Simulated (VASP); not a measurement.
Set up this calculation in VASP 6.6.1, as the native input.

```yaml
Task: single point
Functional: LDA
Potentials_or_basis: VASP PAW LDA potentials, release 64 (Al, Ga_d, N)
Cutoff: 520 eV
k_mesh: 6 × 6 × 6
Occupations: gaussian, width 0.05 eV
Spin: no spin polarisation
Dipole_correction: no
Further_INCAR_settings: ALGO = Normal; EDIFF = 1e-06; NBANDS = 41
```

The structure of AlGa3N4 lies in POSCAR:

```
AlGa3N4
1.0
    4.3824846439     -0.0515716627     -0.0515716627
   -0.0515716627      4.3824846439     -0.0515716627
   -0.0515716627     -0.0515716627      4.3824846439
Al Ga N
1 3 4
Direct
    0.0000000000      0.0000000000      0.0000000000
    0.5000000000      0.5000000000      0.0000000000
    0.5000000000      0.0000000000      0.5000000000
    0.0000000000      0.5000000000      0.5000000000
    0.7548078379      0.7548078379      0.2451921621
    0.7548078379      0.2451921621      0.7548078379
    0.2451921621      0.7548078379      0.7548078379
    0.2451921621      0.2451921621      0.2451921621
```

The input as run:

INCAR

```
  ALGO = Normal
  EDIFF = 1E-6
  ENCUT = 520
  GGA = CA
  ISIF = 2
  ISMEAR = 0
  LASPH = True
  LCHARG = False
  LREAL = False
  LWAVE = False
  NBANDS = 41
  NELM = 80
  PREC = Accurate
  SIGMA = 0.05
```

KPOINTS

```
k-points
0
Gamma
  6 6 6
```

Potentials or basis: VASP PAW LDA potentials, release 64 (Al, Ga_d, N).

Launch:

```sh
$ cat potpaw_LDA.64/Al/POTCAR potpaw_LDA.64/Ga_d/POTCAR potpaw_LDA.64/N/POTCAR > POTCAR
$ mpirun -np 1 vasp_std > vasp.out
```

It gave:

```yaml
Pressure: 8.2 GPa
Largest_force: 0.542 eV/Å
Band_gap_on_the_k_mesh: 2.66 eV
```

Caveat: the cell stands under pressure.

Run time: 47 s on 1 thread of Intel(R) Xeon(R) 6975P-C (Granite Rapids), on a shared host, peak memory 0.22 GiB.
